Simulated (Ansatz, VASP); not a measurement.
# Two plane-wave programs on InSb3

File INCAR:

```
SYSTEM = InSb3
PREC     = Accurate       ! precision mode
ENCUT    = 520            ! plane-wave cutoff, eV
EDIFF    = 1E-7           ! SCF threshold, eV
ISMEAR   = 0              ! smearing method
SIGMA    = 0.15           ! smearing width, eV
LREAL    = .FALSE.        ! projectors in reciprocal space
LASPH    = .TRUE.         ! aspherical terms in the spheres
NELM     = 100            ! most SCF steps
ALGO     = Normal         ! electronic algorithm
ISIF     = 2              ! what is computed and relaxed
LWAVE    = .FALSE.        ! write WAVECAR
LCHARG   = .FALSE.        ! write CHGCAR
GGA      = PS             ! functional
IVDW     = 12             ! dispersion correction
NBANDS   = 22             ! bands
```

Contents of KPOINTS:

```
Automatic mesh
0
G
  12 12 12
  0 0 0
```

The input POSCAR:

```
InSb3
1.0
    0.0000000000      3.8085490580      3.6620664019
    3.5155837458      0.0000000000      3.6620664019
    3.5155837458      3.8085490580      0.0000000000
In Sb
1 3
Direct
    0.0000000000      0.0000000000      0.0000000000
    0.2500000000      0.2500000000      0.2500000000
    0.7500000000      0.7500000000      0.7500000000
    0.5000000000      0.5000000000      0.5000000000
```

Input for Ansatz:

```yaml
crystal:
  lattice:
    - [0.0, 3.808549058, 3.6620664019]
    - [3.5155837458, 0.0, 3.6620664019]
    - [3.5155837458, 3.808549058, 0.0]
  atoms:
    - { symbol: In, position: [0.0, 0.0, 0.0] }
    - { symbol: Sb, position: [0.25, 0.25, 0.25] }
    - { symbol: Sb, position: [0.75, 0.75, 0.75] }
    - { symbol: Sb, position: [0.5, 0.5, 0.5] }
basis:
  ecutwfc: 420
kpoints:
  mp_grid: { grid: [12, 12, 12] }
hamiltonian:
  xc: pbesol
  dispersion: d3bj
scf:
  occupations: { method: gaussian, width: 0.15 }
output:
  forces: true
  stress: true
  eigenvalues: true
```

Change from the starting cell: strain -0.0400 x Voigt [1, -1, 0, 0, 0, 0], atoms carried along.

Alike in both runs: task single point; functional PBEsol; dispersion D3(BJ); k mesh 12 × 12 × 12; occupations gaussian, width 0.15 eV; no spin polarisation.

```csv
,VASP,Ansatz
version,VASP 6.6.1,Ansatz 0.2.0
potentials or method,"VASP PAW PBE potentials, release 64 (In_d, Sb), cutoff 520 eV","scalar-relativistic, plane waves, PAW"
valence electrons in the cell,28,58
```

|  | VASP | Ansatz | Ansatz less VASP |
| --- | --- | --- | --- |
| gap on the k mesh at the Fermi level (eV) | none | none | - |
| pressure (GPa) | 0.6 | 0.5 | -0.04 |
| traceless stress, the component that is largest in VASP (GPa) | -1.17 | -1.17 | +0.004 |

VASP's potentials were made for PBE, not for PBEsol. A gap of «none» marks a metal or a gap that the smearing closes. VASP's potentials hold 28 valence electrons a cell and Ansatz's 58, so a difference there can come from the potentials and not from the codes.

Spin-orbit coupling is off throughout.
